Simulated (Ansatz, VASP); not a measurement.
# HfN in VASP and in Ansatz

INCAR

```
PREC = Accurate
ENCUT = 600
EDIFF = 1E-6
ISMEAR = 0
SIGMA = 0.15
LREAL = F
LASPH = T
NELM = 120
ALGO = Normal
ISIF = 2
LWAVE = F
LCHARG = T
GGA = PS
LELF = T
LVHAR = T
NBANDS = 14
GGA_COMPAT = F
```

File KPOINTS:

```
regular mesh
0
Gamma
  22 22 22
```

File POSCAR:

```
HfN
1.0
    0.0000000000      2.1382369700      2.1945063640
    2.1382369700      0.0000000000      2.1945063640
    2.1382369700      2.1382369700      0.0000000000
Hf N
1 1
Direct
    0.0000000000      0.0000000000      0.0000000000
    0.5000000000      0.5000000000      0.5000000000
```

Input for Ansatz:

```yaml
crystal:
  lattice:
    - [0.0, 2.13823697, 2.194506364]
    - [2.13823697, 0.0, 2.194506364]
    - [2.13823697, 2.13823697, 0.0]
  atoms:
    - { symbol: Hf, position: [0.0, 0.0, 0.0] }
    - { symbol: "N", position: [0.5, 0.5, 0.5] }
basis:
  ecutwfc: 420
kpoints:
  mp_grid: { grid: [22, 22, 22] }
hamiltonian:
  xc: pbesol
scf:
  occupations: { method: gaussian, width: 0.15 }
output:
  forces: true
  stress: true
  eigenvalues: true
```

Change from the starting cell: strain -0.050 along x and y, -0.025 along z, atoms carried along.

Alike in both runs: task single point; functional PBEsol; k mesh 22 × 22 × 22; occupations gaussian, width 0.15 eV; no spin polarisation.

|  | VASP | Ansatz |
| --- | --- | --- |
| version | VASP 6.6.1 | Ansatz 0.2.0 |
| potentials or method | VASP PAW PBE potentials, release 64 (Hf_pv, N), cutoff 600 eV | scalar-relativistic, plane waves, PAW |
| valence electrons in the cell | 15 | 31 |

```tsv
	VASP	Ansatz	Ansatz less VASP
gap on the k mesh at the Fermi level (eV)	none	none	-
pressure (GPa)	46.1	48.3	+2.16
traceless stress, the component that is largest in VASP (GPa)	-15.37	-15.28	+0.093
```

VASP's potentials were made for PBE, not for PBEsol. A gap of «none» marks a metal or a gap that the smearing closes. Both programs put the cell under a high pressure, so it lies far from rest at this level. With one functional, cell and mesh, what is left measures potentials, basis and numerics. VASP's potentials hold 15 valence electrons a cell and Ansatz's 31, so a difference there can come from the potentials and not from the codes.

Spin-orbit coupling is off throughout.
